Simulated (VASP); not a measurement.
Here is a VASP 6.6.1 calculation.

The input INCAR:

```
SYSTEM = K
PREC = Accurate
ENCUT = 520
EDIFF = 1E-6
ISMEAR = -1
SIGMA = 0.08
LREAL = .False.
LASPH = .True.
NELM = 60
ALGO = Normal
ISIF = 2
LWAVE = .False.
LCHARG = .False.
GGA = PS
NBANDS = 10
```

KPOINTS

```
Automatic mesh
0
Gamma
  10 10 10
  0 0 0
```

File POSCAR:

```
K
1.0
   -2.5826172842      2.5826172842      2.5826172842
    2.5826172842     -2.5826172842      2.5826172842
    2.5826172842      2.5826172842     -2.5826172842
K
1
Direct
    0.0000000000      0.0000000000      0.0000000000
```

Potentials or basis: VASP PAW PBE potentials, release 64 (K_sv).

Launch:

```console
$ cat potpaw_PBE.64/K_sv/POTCAR > POTCAR
$ mpirun -np 1 vasp_std > vasp.out
```

(1) What does it give for the pressure?

(2) Estimate the band gap on the k mesh.

Results:

(1) 0.1 GPa.

(2) zero (an odd number of electrons rules out a gap without spin polarisation).

Caveat: the PAW data sets were made with another functional, which shifts forces and pressure a little.
